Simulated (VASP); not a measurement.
Set up this calculation in VASP 6.6.1, as the native input.

```yaml
Task: single point
Functional: RPBE
Potentials_or_basis: VASP PAW PBE potentials, release 64 (Ti_sv, O)
Cutoff: 520 eV
k_mesh: 6 × 6 × 5
Occupations: fermi-dirac, width 0.05 eV
Spin: no spin polarisation
Dipole_correction: no
Further_INCAR_settings: ALGO = Normal; EDIFF = 1e-06; NBANDS = 46
```

The structure of TiO2 lies in POSCAR:

```
TiO2
1.0
    5.7881612461      0.0000000000      0.0000000000
   -2.8940806231      5.0126946803      0.0000000000
    0.0000000000      0.0000000000      6.3570795036
Ti O
3 6
Direct
    0.4990304387      0.0000000000      0.3333333333
    0.0000000000      0.4990304387      0.6666666667
    0.5009695613      0.5009695613      0.0000000000
    0.5734324656      0.7885309229      0.1652770805
    0.7849015427      0.2114690771      0.5013895862
    0.2150984573      0.4265675344      0.8319437471
    0.7885309229      0.5734324656      0.8347229195
    0.2114690771      0.7849015427      0.4986104138
    0.4265675344      0.2150984573      0.1680562529
```

One way to write it, as run:

INCAR

```
PREC = Accurate
ENCUT = 520
EDIFF = 1E-6
ISMEAR = -1
SIGMA = 0.05
LREAL = False
LASPH = True
NELM = 60
ALGO = Normal
ISIF = 2
LWAVE = False
LCHARG = False
GGA = RP
NBANDS = 46
```

KPOINTS

```
Automatic mesh
0
Gamma
  6 6 5
```

Potentials or basis: VASP PAW PBE potentials, release 64 (Ti_sv, O).

Command:

```sh
$ cat potpaw_PBE.64/Ti_sv/POTCAR potpaw_PBE.64/O/POTCAR > POTCAR
$ mpirun -np 1 vasp_std > vasp.out
```

It gave:

| Property | Result |
| --- | --- |
| Pressure | 0.3 GPa |
| Largest force | 0.019 eV/Å |
| Band gap on the k mesh | 3.31 eV (least direct gap 3.41 eV) |

Caveat: the PAW data sets were made with another functional, which shifts forces and pressure a little.

Run time: 2.7 min on 1 thread of Intel(R) Xeon(R) Platinum 8559C (Emerald Rapids), with other jobs on the host, peak memory 0.41 GiB.
